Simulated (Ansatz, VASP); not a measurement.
**Sr3NbZn: VASP beside Ansatz**

The input INCAR:

```
  PREC = Accurate
  ENCUT = 520
  EDIFF = 1E-7
  ISMEAR = 0
  SIGMA = 0.1
  LREAL = False
  LASPH = True
  NELM = 60
  ALGO = Normal
  ISIF = 2
  LWAVE = False
  LCHARG = False
  GGA = PE
  NBANDS = 36
```

File KPOINTS:

```
regular mesh
0
Gamma
  4 4 4
```

The input POSCAR:

```
Sr3NbZn
1.0
    4.9466919870      0.0000000000      0.0000000000
    0.0000000000      4.9466919870      0.0000000000
    0.0000000000      0.0000000000      4.9466919870
Sr Nb Zn
3 1 1
Direct
    0.0000000000      0.5000000000      0.5000000000
    0.5000000000      0.0000000000      0.5000000000
    0.5000000000      0.5000000000      0.0000000000
    0.0000000000      0.0000000000      0.0000000000
    0.5000000000      0.5000000000      0.5000000000
```

Input for Ansatz:

```yaml
crystal:
  lattice:
    - [4.946691987, 0.0, 0.0]
    - [0.0, 4.946691987, 0.0]
    - [0.0, 0.0, 4.946691987]
  atoms:
    - { symbol: Sr, position: [0.0, 0.5, 0.5] }
    - { symbol: Sr, position: [0.5, 0.0, 0.5] }
    - { symbol: Sr, position: [0.5, 0.5, 0.0] }
    - { symbol: Nb, position: [0.0, 0.0, 0.0] }
    - { symbol: Zn, position: [0.5, 0.5, 0.5] }
basis:
  ecutwfc: 420
kpoints:
  mp_grid: { grid: [4, 4, 4] }
hamiltonian:
  xc: pbe
scf:
  occupations: { method: gaussian, width: 0.1 }
  lower_state_search: "off"
output:
  forces: true
  stress: true
  eigenvalues: true
```

Alike in both runs: task single point; functional PBE; k mesh 4 × 4 × 4; occupations gaussian, width 0.1 eV; no spin polarisation.

|  | VASP | Ansatz |
| --- | --- | --- |
| version | VASP 6.6.1 | Ansatz 0.2.0 |
| potentials or method | VASP PAW PBE potentials, release 64 (Sr_sv, Nb_sv, Zn), cutoff 520 eV | scalar-relativistic, plane waves, PAW |
| valence electrons in the cell | 55 | 55 |

```tsv
	VASP	Ansatz	Ansatz less VASP
gap on the k mesh at the Fermi level (eV)	none	none	-
pressure (GPa)	26.5	26.0	-0.48
```

A gap of «none» marks a metal or a gap that the smearing closes. With one functional, cell and mesh, what is left measures potentials, basis and numerics.
